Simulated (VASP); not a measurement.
**HfMoC2: single point with PBE**

HfMoC2:

```
Hf Mo C
1.0
     3.15744    0.00000    0.00000
    -1.57872    2.73442    0.00000
     0.00000    0.00000    5.53987
Hf Mo C
1 1 2
Direct
  0.00000 0.00000 0.00000
  0.00000 0.00000 0.50000
  0.33333 0.66667 0.73617
  0.66667 0.33333 0.26383
```

```yaml
Program: VASP 6.6.1
Task: single point
Functional: PBE
Potentials_or_basis: VASP PAW PBE potentials, release 64 (Hf_pv, Mo_sv, C)
Cutoff: 520 eV
k_mesh: 6 × 6 × 4
Occupations: gaussian, width 0.1 eV
Spin: no spin polarisation
Dipole_correction: no
Further_INCAR_settings: ALGO = Normal; EDIFF = 1e-06; NBANDS = 24
```

```json
{
  "Pressure": "-0.5 GPa",
  "Largest force": "0.041 eV/Å",
  "Band gap on the k mesh": "zero (band 16 reaches 9.21 eV, above the bottom of band 17 at 8.20 eV)"
}
```

Forces in eV/Å, atoms in the order of the input:
```
Hf   0.000  0.000  0.000
Mo   0.000  0.000  0.000
C    0.000  0.000  0.041
C    0.000  0.000 -0.041
```

Stress tensor (GPa, compression positive):
```
-0.31  0.00  0.00
 0.00 -0.31  0.00
 0.00  0.00 -1.03
```

Levels at points of the mesh, in eV from the Fermi level:
```csv
k point,band 13,band 14,band 15,band 16,band 17,band 18,band 19,band 20
"(0.00, 0.00, 0.00)",-2.89,-0.61,-0.61,0.18,0.77,0.77,0.87,0.87
"(0.50, 0.00, 0.00)",-2.69,-2.66,-1.72,-0.40,0.49,1.55,2.69,3.24
"(0.00, 0.00, 0.50)",-3.40,-1.68,-1.68,-0.17,-0.17,1.00,2.25,2.79
"(0.50, 0.00, 0.50)",-3.18,-2.78,-2.07,-0.82,0.28,1.58,2.36,5.15
```

It took 29 s on 1 thread of Intel(R) Xeon(R) Platinum 8259CL CPU @ 2.50GHz (Skylake/Cascade Lake) (shared host), peak memory 0.18 GiB.

Caveat: the k points lie up to 0.38 Å⁻¹ apart; spin-orbit coupling is left out, which moves the levels of the heavy elements.
